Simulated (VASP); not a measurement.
The system is ZnCu.

```
CELL_PARAMETERS angstrom
2.94500 0.00000 0.00000
0.00000 2.94500 0.00000
0.00000 0.00000 2.94500
ATOMIC_POSITIONS crystal
Zn 0.50000 0.50000 0.50000
Cu 0.00000 0.00000 0.00000
```

| Property | Result |
| --- | --- |
| Program | VASP 6.6.1 |
| Task | relaxation of cell and atoms |
| Functional | RPBE |
| Potentials or basis | VASP PAW PBE potentials, release 64 (Zn, Cu) |
| Cutoff | 600 eV |
| k mesh | 9 × 9 × 9 |
| Occupations | fermi-dirac, width 0.05 eV |
| Spin | no spin polarisation |

At the start: pressure 7.6 GPa; volume 12.77 Å³/atom.

Task: Where does the relaxation end?

Result: Over 3 steps the energy falls by 18.3 meV/atom and the volume is 13.60 Å³/atom (+6.5 %); space group Pm-3m (No. 221, to 0.1 Å) before and after.

The path:
| step | energy change (eV) | largest force (eV/Å) | pressure (GPa) | volume (Å³) |
| --- | --- | --- | --- | --- |
| 1 | 0.0000 | 0.0000 | 7.61 | 25.54 |
| 2 | -0.0326 | 0.0000 | -2.31 | 27.85 |
| 3 | -0.0367 | 0.0000 | 0.03 | 27.20 |

Final structure:
```cif
data_structure
_symmetry_space_group_name_H-M 'P 1'
_symmetry_Int_Tables_number 1
_cell_length_a 3.0075
_cell_length_b 3.0075
_cell_length_c 3.0075
_cell_angle_alpha 90.000
_cell_angle_beta 90.000
_cell_angle_gamma 90.000
_cell_volume 27.20
loop_
_atom_site_label
_atom_site_type_symbol
_atom_site_fract_x
_atom_site_fract_y
_atom_site_fract_z
_atom_site_occupancy
Zn1 Zn 0.50000 0.50000 0.50000 1
Cu1 Cu 0.00000 0.00000 0.00000 1
```

Caveat: the PAW data sets were made with another functional, which shifts forces and pressure a little.
